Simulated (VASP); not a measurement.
Input of a VASP 6.6.1 run:

The input INCAR:

```
PREC = Accurate
ENCUT = 520
EDIFF = 1E-6
ISMEAR = -1
SIGMA = 0.1
LREAL = False
LASPH = True
NELM = 80
ALGO = Normal
ISIF = 2
LWAVE = False
LCHARG = True
LELF = True
LVHAR = True
NBANDS = 26
```

KPOINTS

```
Automatic mesh
0
Gamma
  8 8 5
```

File POSCAR:

```
Rb
1.0
    4.5269285670      0.0000000000      0.0000000000
   -2.2634642835      3.9204351401      0.0000000000
    0.0000000000      0.0000000000      6.9800326328
Rb
4
Direct
    0.0000000000      0.0000000000      0.0000000000
    0.0000000000      0.0000000000      0.5000000000
    0.3333333333      0.6666666667      0.2500000000
    0.6666666667      0.3333333333      0.7500000000
```

Potentials or basis: VASP PAW LDA potentials, release 64 (Rb_sv).

Launch:

```console
$ cat potpaw_LDA.64/Rb_sv/POTCAR > POTCAR
$ mpirun -np 1 vasp_std > vasp.out
```

What does it give for the pressure?

11.1 GPa.

Predict the band gap on the k mesh.

zero (bands 18 and 19 overlap by 0.32 eV).

Caveat: the cell stands under pressure.
